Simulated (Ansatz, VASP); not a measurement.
## Ti: VASP beside Ansatz

```
CELL_PARAMETERS angstrom
2.90044 0.00000 0.00000
-1.45022 2.51185 0.00000
0.00000 0.00000 4.22371
ATOMIC_POSITIONS crystal
Ti 0.33333 0.66667 0.25000
Ti 0.66667 0.33333 0.75000
```

Change from the starting cell: strain +0.000 along x and y, -0.080 along z, atoms carried along.

Alike in both runs: task single point; functional PBEsol; k mesh 24 × 24 × 14; occupations gaussian, width 0.15 eV; no spin polarisation.

|  | VASP | Ansatz |
| --- | --- | --- |
| version | VASP 6.6.1 | Ansatz 0.2.0 |
| potentials or method | VASP PAW PBE potentials, release 64 (Ti_sv), cutoff 520 eV | scalar-relativistic, plane waves, PAW |
| valence electrons in the cell | 24 | 24 |

Ansatz gave:

```
gap on the k mesh at the Fermi level (eV)                     : none
pressure (GPa)                                                : 11.9
traceless stress, the component that is largest in VASP (GPa) : 6.91
```

Problem. Estimate VASP's values.

Solution. gap on the k mesh at the Fermi level (eV): none; pressure (GPa): 11.1; traceless stress, the component that is largest in VASP (GPa): 6.89.

VASP's potentials were made for PBE, not for PBEsol. A gap of «none» marks a metal or a gap that the smearing closes.
